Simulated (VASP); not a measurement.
Crystal: SiBF.

```
CELL_PARAMETERS angstrom
3.32604 0.00000 0.00000
0.00000 3.32604 0.00000
0.00000 0.00000 5.95595
ATOMIC_POSITIONS crystal
Si 0.50000 0.00000 0.84347
Si 0.00000 0.50000 0.15653
B 0.50000 0.00000 0.24916
B 0.00000 0.50000 0.75084
F 0.00000 0.00000 0.50000
F 0.50000 0.50000 0.50000
```

- Program: VASP 6.6.1
- Task: relaxation of cell and atoms
- Functional: PBE
- Potentials or basis: VASP PAW PBE potentials, release 64 (Si, B, F)
- Cutoff: 600 eV
- k mesh: 6 × 6 × 4
- Occupations: gaussian, width 0.1 eV
- Spin: no spin polarisation

At the start: pressure -6.6 GPa; volume 10.98 Å³/atom.

**Question.** How do energy, volume and symmetry change on relaxing?

**Answer.** Over 24 steps the energy falls by 330.5 meV/atom and the volume is 9.78 Å³/atom (-11.0 %); space group P4/nmm (No. 129, to 0.05 Å).

The path:
| step | energy change (eV) | largest force (eV/Å) | pressure (GPa) | volume (Å³) |
| --- | --- | --- | --- | --- |
| 1 | 0.0000 | 1.7558 | -6.62 | 65.89 |
| 2 | -0.3958 | 1.2289 | -1.49 | 61.65 |
| 3 | -0.4774 | 0.7688 | 3.41 | 58.97 |
| 4 | -0.5860 | 0.7773 | 1.41 | 59.94 |
| 5 | -0.6069 | 1.0878 | 0.53 | 60.52 |
| 6 | -0.7177 | 1.0370 | -0.93 | 61.38 |
| 7 | -1.0429 | 0.8542 | -5.13 | 64.01 |
| 8 | -1.1395 | 1.0785 | -11.00 | 69.48 |
| 9 | -1.2618 | 0.7717 | -8.78 | 66.51 |
| 10 | -1.2734 | 0.7961 | -9.77 | 67.35 |
| 11 | -1.3152 | 0.8108 | -9.59 | 67.22 |
| 12 | -1.3900 | 0.8964 | -8.94 | 66.85 |
| 13 | -1.4694 | 0.8596 | -8.22 | 66.03 |
| 14 | -1.6695 | 0.8436 | -5.68 | 63.61 |
| 15 | -1.8905 | 0.7329 | 0.83 | 58.90 |
| 16 | -1.8949 | 0.7266 | 3.08 | 57.79 |
| 17 | -1.8959 | 0.7289 | 2.51 | 58.07 |
| 18 | -1.9217 | 0.5935 | 1.70 | 58.26 |
| 19 | -1.9585 | 0.4922 | -0.25 | 58.82 |
| 20 | -1.9745 | 0.2586 | -0.20 | 58.83 |
| 21 | -1.9812 | 0.0769 | -0.14 | 58.84 |
| 22 | -1.9812 | 0.0784 | -0.20 | 58.84 |
| 23 | -1.9826 | 0.0452 | -0.12 | 58.76 |
| 24 | -1.9830 | 0.0393 | -0.03 | 58.66 |

Final structure:
```yaml
crystal:
  lattice:
    - [3.09191, 0.00000, 0.00000]
    - [0.00000, 3.09191, 0.00000]
    - [0.00000, 0.00000, 6.13607]
  atoms:
    - { symbol: Si, position: [0.50000, 0.00000, 0.76264] }
    - { symbol: Si, position: [0.00000, 0.50000, 0.23736] }
    - { symbol: B, position: [0.50000, 0.00000, 0.11467] }
    - { symbol: B, position: [0.00000, 0.50000, 0.88533] }
    - { symbol: F, position: [0.00000, 0.00000, 0.50000] }
    - { symbol: F, position: [0.50000, 0.50000, 0.50000] }
```
